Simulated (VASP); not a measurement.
# CdH2O2 (C2) in VASP: single point with PBEsol

Aim: the single point of CdH2O2 with PBEsol.

Everything below comes from runs of VASP 6.6.1. Logs are shortened: lines on timing, memory, paths and dates and some standing lists are left out, and cuts for length are marked.

## (1) The cell of the first run

Symmetry: C2, No. 5, monoclinic system. The conventional cell has a = 6.238 Å, b = 3.538 Å, c = 4.805 Å, α = 90.00°, β = 95.12°, γ = 90.00°. Cd (site symmetry 2) has 6 O at 2.31 to 2.39 Å and 4 H at 2.74 to 2.90 Å within 3.1 Å. H (site symmetry 1) has 1 O at 0.98 Å within 1.3 Å. O (site symmetry 1) has 1 H at 0.98 Å within 1.3 Å.

## (2) Single point, PBEsol

Contents of INCAR:

```
SYSTEM = CdH2O2
PREC = Accurate
ENCUT = 520
EDIFF = 1E-6
ISMEAR = -1
SIGMA = 0.02
LREAL = .FALSE.
LASPH = .TRUE.
NELM = 60
ALGO = Normal
ISIF = 2
LWAVE = .FALSE.
LCHARG = .FALSE.
GGA = PS
NBANDS = 21
```

Contents of KPOINTS:

```
Automatic mesh
0
G
  7 7 5
  0 0 0
```

Contents of POSCAR:

```
CdH2O2
1.0
    3.5856750000      0.0000000000      0.0000000000
    1.8398189366      3.0776828111      0.0000000000
   -0.3727837097     -0.2114664635      4.7860737083
Cd H O
1 2 2
Direct
    0.0228220000      0.9771780000      0.0000000000
    0.4108960000      0.1740750000      0.5695200000
    0.8259250000      0.5891040000      0.4304800000
    0.3348550000      0.2783580000      0.7640510000
    0.7216420000      0.6651450000      0.2359490000
```

Potentials or basis: VASP PAW PBE potentials, release 64 (Cd, H, O).

The run is started by

```
$ cat potpaw_PBE.64/Cd/POTCAR potpaw_PBE.64/H/POTCAR potpaw_PBE.64/O/POTCAR > POTCAR
$ mpirun -np 1 vasp_std > vasp.out
```

OUTCAR:

```text
SYSTEM = CdH2O2
   PREC = Accurate
   ENCUT = 520
   EDIFF = 1E-6
   ISMEAR = -1
   LREAL = .FALSE.
   LASPH = .TRUE.
   NELM = 60
   ISIF = 2
   GGA = PS

 ion  position               nearest neighbor table
   1  0.023  0.977  0.000-   5 2.31   4 2.31   5 2.36   4 2.36   4 2.39   5 2.39
   2  0.411  0.174  0.570-   4 0.98
   3  0.826  0.589  0.430-   5 0.98
   4  0.335  0.278  0.764-   2 0.98   1 2.31   1 2.36   1 2.39
   5  0.722  0.665  0.236-   3 0.98   1 2.31   1 2.36   1 2.39

  LATTYP: Found a base centered monoclinic cell.
 ALAT       =     6.2376370479
 B/A-ratio  =     0.5672631556
 C/A-ratio  =     0.7703598275
 COS(beta)  =    -0.0891916126

  Lattice vectors:

 A1 = (   3.5856750000,   0.0000000000,   0.0000000000)
 A2 = (   1.8398189366,   3.0776828111,   0.0000000000)
 A3 = (  -0.3727837097,  -0.2114664635,   4.7860737083)

Analysis of symmetry for initial positions (statically):
=====================================================================
 Subroutine PRICEL returns:
 Original cell was already a primitive cell.

 Routine SETGRP: Setting up the symmetry group for a
 base centered monoclinic supercell.

 Subroutine GETGRP returns: Found  2 space group operations
 (whereof  2 operations were pure point group operations)
 out of a pool of  4 trial point group operations.

The static configuration has the point symmetry C_2 .

Analysis of symmetry for dynamics (positions and initial velocities):
=====================================================================
 Subroutine PRICEL returns:
 Original cell was already a primitive cell.

 Routine SETGRP: Setting up the symmetry group for a
 base centered monoclinic supercell.

 Subroutine GETGRP returns: Found  2 space group operations
 (whereof  2 operations were pure point group operations)
 out of a pool of  4 trial point group operations.

The dynamic configuration has the point symmetry C_2 .

 Subroutine INISYM returns: Found  2 space group operations
 (whereof  2 operations are pure point group operations),
 and found     1 'primitive' translations

----------------------------------------------------------------------------------------

                                     Primitive cell

  volume of cell :      52.8171

  direct lattice vectors                    reciprocal lattice vectors
     3.585675000  0.000000000  0.000000000     0.278887518 -0.166717160  0.014356159
     1.839818937  3.077682811  0.000000000     0.000000000  0.324919773  0.014356159
    -0.372783710 -0.211466464  4.786073708     0.000000000  0.000000000  0.208939532

  length of vectors
     3.585675000  3.585675000  4.805225000     0.325236772  0.325236772  0.208939532

  position of ions in fractional coordinates (direct lattice)
     0.022822000  0.977178000  0.000000000
     0.410896000  0.174075000  0.569520000
     0.825925000  0.589104000  0.430480000
     0.334855000  0.278358000  0.764051000
     0.721642000  0.665145000  0.235949000

  ion indices of the primitive-cell ions
   primitive index   ion index
                 1           1
                 2           2
                 3           3
                 4           4
                 5           5

----------------------------------------------------------------------------------------

 KPOINTS: Automatic mesh

Automatic generation of k-mesh.
 Grid dimensions read from file:
 generate k-points for:    7    7    5

 Generating k-lattice:

  Cartesian coordinates                     Fractional coordinates (reciprocal lattice)
     0.039841074 -0.023816737  0.002050880     0.142857143 -0.000000000  0.000000000
     0.000000000  0.046417110  0.002050880     0.000000000  0.142857143 -0.000000000
     0.000000000  0.000000000  0.041787906     0.000000000  0.000000000  0.200000000

  Length of vectors
     0.046462396  0.046462396  0.041787906

  Shift w.r.t. Gamma in fractional coordinates (k-lattice)
     0.000000000  0.000000000  0.000000000

 Subroutine IBZKPT returns following result:
 ===========================================

 Found     72 irreducible k-points:

 Following reciprocal coordinates:
            Coordinates               Weight
  0.000000  0.000000  0.000000      1.000000
  0.142857 -0.000000  0.000000      4.000000
  0.285714 -0.000000  0.000000      4.000000
  0.428571  0.000000 -0.000000      4.000000
  0.142857  0.142857  0.000000      2.000000
  0.285714  0.142857  0.000000      4.000000
[... 16 lines left out ...]
 -0.142857  0.000000  0.200000      4.000000
  0.142857  0.142857  0.200000      2.000000
 [... further k-points ...]
   k-points           NKPTS =     72   k-points in BZ     NKDIM =     72   number of bands    NBANDS=     21
   number of dos      NEDOS =    301   number of ions     NIONS =      5
   total plane-waves  NPLWV =  28224
   dimension x,y,z NGX =    28 NGY =   28 NGZ =   36
   dimension x,y,z NGXF=    56 NGYF=   56 NGZF=   72
   ions per type =               1   2   2
   NGX,Y,Z   is equivalent  to a cutoff of  12.98, 12.98, 12.45 a.u.
   NGXF,Y,Z  is equivalent  to a cutoff of  25.96, 25.96, 24.91 a.u.
 SYSTEM =  CdH2O2
   PREC   = accura    normal or accurate (medium, high low for compatibility)
   ISTART =      0    job   : 0-new  1-cont  2-samecut
   ICHARG =      2    charge: 1-file 2-atom 10-const
   ISPIN  =      1    spin polarized calculation?
   LNONCOLLINEAR =      F non collinear calculations
   LSORBIT =      F    spin-orbit coupling
   LASPH  =      T    aspherical Exc in radial PAW
   ENCUT  =  520.0 eV  38.22 Ry    6.18 a.u.   6.67  6.67  8.93*2*pi/ulx,y,z
   NELM   =     60;   NELMIN=  2; NELMDL= -5     # of ELM steps
   EDIFF  = 0.1E-05   stopping-criterion for ELM
   LREAL  =      F    real-space projection
   EDIFFG = 0.1E-04   stopping-criterion for IOM
   NSW    =      0    number of steps for IOM
   IBRION =     -1    ionic relax: 0-MD 1-quasi-New 2-CG
   NFREE  =      0    steps in history (QN), initial steepest desc. (CG)
   ISIF   =      2    stress and relaxation
   ISYM   =      2    0-nonsym 1-usesym 2-fastsym
   POTIM  = 0.5000    time-step for ionic-motion
   TEBEG  =    0.0;   TEEND  =   0.0 temperature during run
   PSTRESS=    0.0 pullay stress
   NELECT =      26.0000    total number of electrons
   NUPDOWN=      -1.0000    fix difference up-down
   EMIN   =  10.00;   EMAX   =-10.00  energy-range for DOS
   EFERMI =   0.00;   METHOD = LEGACY
   ISMEAR =    -1;   SIGMA  =   0.02  broadening in eV -4-tet -1-fermi 0-gaus
   EFERMI_NEDOS =   21; number of points for ismear=-14 and -15
   IALGO  =     38    algorithm
   IMIX   =      4    mixing-type and parameters
     AMIX     =   0.40;   BMIX     =  1.00
     AMIX_MAG =   1.60;   BMIX_MAG =  1.00
  volume/ion in A,a.u.               =      10.56        71.29
  Fermi-wavevector in a.u.,A,eV,Ry     =   1.292631  2.442718 22.733904  1.670895
  Thomas-Fermi vector in A             =   2.424327
   LORBIT       =      0    0 simple, 1 ext, 2 COOP (PROOUT), +10 PAW based schemes
   GGA     = PS    functional components
   LHFCALC =     F    Hartree Fock is set to
   AEXX    =    0.0000 exact exchange contribution
   IVDW    =     0    specifies the selected vdW correction
   LEPSILON=     F    determine dielectric tensor
   LRPA    =     F    only Hartree local field effects (RPA)
 non-spin polarized calculation
  energy-cutoff  :      520.00
  volume of cell :       52.82
 maximum number of plane-waves:      1442
   NGX = 13   NGY = 13   NGZ = 17

 number of electron      25.9999998 magnetization

 Free energy of the ion-electron system (eV)
  ---------------------------------------------------
  ext. energy  EPLUGINS =         0.00000000
  ---------------------------------------------------
  free energy    TOTEN  =       -23.39242317 eV

  energy without entropy =      -23.39242317  energy(sigma->0) =      -23.39242317

 E-fermi :  -0.1762     XC(G=0):  -9.8775

 val. band max:       -0.6502270482   @ k =   0.0000   0.0000   0.0000
 cond. band min:       0.9884702541   @ k =   0.0000   0.0000   0.0000
 fundamental gap:      1.6386973023
 Fermi energy:        -0.1762310016

 k-point     1 :       0.0000    0.0000    0.0000
  band No.  band energies     occupation
      1     -18.7556      2.00000
      2     -17.8281      2.00000
      3      -7.8994      2.00000
      4      -6.8931      2.00000
      5      -6.8915      2.00000
      6      -6.2542      2.00000
[... 13 lines left out ...]
     20      13.2387      0.00000
     21      16.0950      0.00000

 k-point     2 :       0.1429   -0.0000    0.0000
  band No.  band energies     occupation
      1     -18.6814      2.00000
      2     -17.8585      2.00000
      3      -7.7363      2.00000
      4      -6.9102      2.00000
      5      -6.7982      2.00000
      6      -6.2837      2.00000
[... 13 lines left out ...]
     20      13.3906      0.00000
     21      15.3625      0.00000

 k-point     3 :       0.2857   -0.0000    0.0000
  band No.  band energies     occupation
      1     -18.4931      2.00000
      2     -17.9444      2.00000
      3      -7.4247      2.00000
      4      -6.8239      2.00000
      5      -6.6608      2.00000
      6      -6.4233      2.00000
[... 13 lines left out ...]
     20      12.6550      0.00000
     21      14.1483      0.00000

 k-point     4 :       0.4286    0.0000   -0.0000
  band No.  band energies     occupation
      1     -18.2702      2.00000
      2     -18.0802      2.00000
      3      -7.3247      2.00000
      4      -6.7482      2.00000
      5      -6.6363      2.00000
      6      -6.3042      2.00000
[... 13 lines left out ...]
     20      12.5517      0.00000
     21      13.6565      0.00000

 k-point     5 :       0.1429    0.1429    0.0000
  band No.  band energies     occupation
      1     -18.6992      2.00000
      2     -17.8432      2.00000
      3      -7.7288      2.00000
      4      -6.9671      2.00000
      5      -6.7555      2.00000
      6      -6.2994      2.00000
[... 13 lines left out ...]
     20      13.4463      0.00000
     21      15.0099      0.00000

 k-point     6 :       0.2857    0.1429    0.0000
  band No.  band energies     occupation
      1     -18.5861      2.00000
      2     -17.8841      2.00000
      3      -7.4600      2.00000
      4      -6.9611      2.00000
      5      -6.6495      2.00000
      6      -6.3590      2.00000
[... 13 lines left out ...]
     20      12.6704      0.00000
     21      14.8074      0.00000

 k-point     7 :       0.4286    0.1429    0.0000
  band No.  band energies     occupation
      1     -18.3993      2.00000
      2     -17.9737      2.00000
      3      -7.2740      2.00000
      4      -6.8518      2.00000
      5      -6.5760      2.00000
      6      -6.4344      2.00000
[... 13 lines left out ...]
     20      12.2947      0.00000
     21      14.5324      0.00000
[... 291 lines left out ...]
      1     -18.2658      2.00000
      2     -18.0784      2.00000
      3      -7.4367      2.00000
      4      -6.7894      2.00000
      5      -6.6491      2.00000
      6      -6.2515      2.00000
[... 13 lines left out ...]
     20      12.6122      0.00000
     21      14.1274      0.00000

 k-point    21 :      -0.4286    0.0000    0.2000
  band No.  band energies     occupation
      1     -18.2413      2.00000
      2     -18.1060      2.00000
      3      -7.2884      2.00000
      4      -6.7873      2.00000
      5      -6.6335      2.00000
      6      -6.3509      2.00000
[... 13 lines left out ...]
     20      12.5326      0.00000
     21      13.9606      0.00000

 k-point    22 :      -0.2857    0.0000    0.2000
  band No.  band energies     occupation
      1     -18.4483      2.00000
      2     -17.9918      2.00000
      3      -7.2591      2.00000
      4      -6.9816      2.00000
      5      -6.6881      2.00000
      6      -6.3931      2.00000
[... 13 lines left out ...]
     20      12.4626      0.00000
     21      14.1202      0.00000

 k-point    23 :      -0.1429    0.0000    0.2000
  band No.  band energies     occupation
      1     -18.6206      2.00000
      2     -17.9305      2.00000
      3      -7.6139      2.00000
      4      -6.9472      2.00000
      5      -6.8016      2.00000
      6      -6.2836      2.00000
[... 13 lines left out ...]
     20      13.1989      0.00000
     21      14.7382      0.00000

 k-point    24 :       0.1429    0.1429    0.2000
  band No.  band energies     occupation
      1     -18.6160      2.00000
      2     -17.9433      2.00000
      3      -7.5603      2.00000
      4      -6.9695      2.00000
      5      -6.7481      2.00000
      6      -6.2976      2.00000
[... 13 lines left out ...]
     20      13.9172      0.00000
     21      14.3244      0.00000

 [... further k-points ...]
[... 5 lines left out ...]
  --------------------------------------------------------------------------------------
  -------------------------------------------------------------------------------------
  Total       -1.4875956     -1.4058210     -1.1682870     -0.0683970     -0.0378705     -0.0667600
  in kB      -45.1254249    -42.6448370    -35.4393664     -2.0747865     -1.1487812     -2.0251293
  external PRESSURE =     -41.0698761 kB  Pullay stress =       0.0000000 kB

 VOLUME and BASIS-vectors are now :
 -----------------------------------------------------------------------------
  energy-cutoff  :      520.00
  volume of cell :       52.82
      direct lattice vectors                 reciprocal lattice vectors
     3.585675000  0.000000000  0.000000000     0.278887518 -0.166717160  0.014356159
     1.839818937  3.077682811  0.000000000     0.000000000  0.324919773  0.014356159
    -0.372783710 -0.211466464  4.786073708     0.000000000  0.000000000  0.208939532

 POSITION                                       TOTAL-FORCE (eV/Angst)
 -----------------------------------------------------------------------------------
      1.87966      3.00744      0.00000         0.033750     -0.059495      0.000000
      1.58130      0.41531      2.72576        -0.008708      0.073371     -0.019445
      3.88487      1.72204      2.06031        -0.058508      0.045121      0.019445
      1.42798      0.69513      3.65680         0.010837     -0.032843      0.170180
      3.72336      1.99721      1.12927         0.022629     -0.026154     -0.170180
 -----------------------------------------------------------------------------------
    total drift:                                0.000102     -0.000179     -0.000000

  FREE ENERGIE OF THE ION-ELECTRON SYSTEM (eV)
  ---------------------------------------------------
  free  energy   TOTEN  =       -23.3924231696 eV

  energy  without entropy=      -23.3924231696  energy(sigma->0) =      -23.39242317
```

It used 120 s of CPU time on 1 thread of AMD EPYC 7R13 Processor (Zen 3) (shared host).

What came out:

| Item | Value |
| --- | --- |
| Free energy | -23.3924 eV |
| Pressure | -4.1 GPa |
| Largest force | 0.174 eV/Å |
| Band gap on the k mesh | 1.64 eV, direct |

Forces on the atoms (eV/Å):
```
Cd   0.034 -0.059  0.000
H   -0.009  0.073 -0.019
H   -0.059  0.045  0.019
O    0.011 -0.033  0.170
O    0.023 -0.026 -0.170
```

Caveat: the PAW data sets were made with another functional, which shifts forces and pressure a little.
